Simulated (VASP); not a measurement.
SnO2: single point with LDA

SnO2:

```xyz
6
Lattice="4.7789 0.0000 0.0000 0.0000 4.5000 0.0000 0.0000 0.0000 3.0398" Properties=species:S:1:pos:R:3 pbc="T T T"
Sn    2.3895    2.2500    1.5199
Sn    0.0000    0.0000    0.0000
O     1.5967    1.2155    0.0000
O     3.9861    1.0345    1.5199
O     0.7928    3.4655    1.5199
O     3.1822    3.2845    0.0000
```

```yaml
Program: VASP 6.6.1
Task: single point
Functional: LDA
Potentials_or_basis: VASP PAW LDA potentials, release 64 (Sn_d, O)
Cutoff: 520 eV
k_mesh: 6 × 6 × 10
Occupations: gaussian, width 0.05 eV
Spin: no spin polarisation
```

| Quantity | Value |
| --- | --- |
| Pressure | 21.0 GPa |
| Largest force | 0.056 eV/Å |
| Band gap on the k mesh | 2.49 eV (least direct gap 2.50 eV) |

Forces in eV/Å, atoms in the order of the input:
```
Sn   0.000  0.000  0.000
Sn   0.000  0.000  0.000
O   -0.011 -0.055  0.000
O   -0.011  0.055  0.000
O    0.011 -0.055  0.000
O    0.011  0.055  0.000
```

Stress tensor (GPa, compression positive):
```
15.97  0.00  0.00
 0.00 17.60  0.00
 0.00  0.00 29.58
```

Levels at points of the mesh, in eV from the valence-band top:
```csv
k point,band 24,band 25,band 26,band 27,band 28,band 29
"(0.00, 0.00, 0.00)",-0.54,-0.40,-0.01,2.49,6.81,7.27
"(0.50, 0.00, 0.00)",-0.73,-0.40,-0.40,5.62,5.62,8.47
"(0.00, 0.50, 0.00)",-0.81,-0.24,-0.24,5.27,5.27,7.35
"(0.50, 0.50, 0.00)",-0.90,-0.54,-0.54,6.10,6.10,8.19
"(0.00, 0.00, 0.50)",-1.64,-0.83,-0.83,7.20,7.20,10.23
"(0.50, 0.00, 0.50)",-1.11,-0.29,-0.29,7.28,7.28,8.33
"(0.00, 0.50, 0.50)",-0.64,-0.52,-0.52,7.58,7.58,8.86
"(0.50, 0.50, 0.50)",-0.85,-0.56,-0.56,5.66,5.66,9.34
```

Wall time 2.5 min on 1 thread of AMD EPYC 7R13 Processor (Zen 3) (shared host), peak memory 0.24 GiB.

Caveat: the stress differs along the axes, from 16 to 30 GPa; spin-orbit coupling is left out, which moves the levels of the heavy elements.
